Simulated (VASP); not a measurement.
## Tl: single point with PBEsol

Crystal: Tl.

```xyz
1
Lattice="-1.7857 1.7857 1.7857 1.7857 -1.7857 1.7857 1.7857 1.7857 -1.7857" Properties=species:S:1:pos:R:3 pbc="T T T"
Tl    0.0000    0.0000    0.0000
```

This cell differs from its parent crystal: strain -0.080 along x and y, -0.080 along z.

| Item | Value |
| --- | --- |
| Program | VASP 6.6.1 |
| Task | single point |
| Functional | PBEsol |
| Potentials or basis | VASP PAW PBE potentials, release 64 (Tl_d) |
| Cutoff | 520 eV |
| k mesh | 18 × 18 × 18 |
| Occupations | gaussian, width 0.15 eV |
| Spin | no spin polarisation |

```json
{"Pressure": "15.3 GPa"}
```

Levels at points of the mesh, in eV from the Fermi level:
```
           k point  band 4  band 5  band 6  band 7  band 8  band 9
(0.00, 0.00, 0.00)  -11.88  -11.38  -11.38   12.72   12.72   12.72
(0.50, 0.00, 0.00)  -11.37  -10.88   -4.81   -3.82    6.85    7.76
(0.50, 0.50, 0.50)  -11.01  -11.01   -0.09    1.33    1.33    1.33
```

Run time: 9.2 s on 1 thread of Intel(R) Xeon(R) 6975P-C (Granite Rapids), on a shared host, peak memory 0.17 GiB.

Caveat: the cell differs from its parent crystal (strain -0.080 along x and y, -0.080 along z); the PAW data sets were made with another functional, which shifts forces and pressure a little; spin-orbit coupling is left out, which moves the levels of the heavy elements.
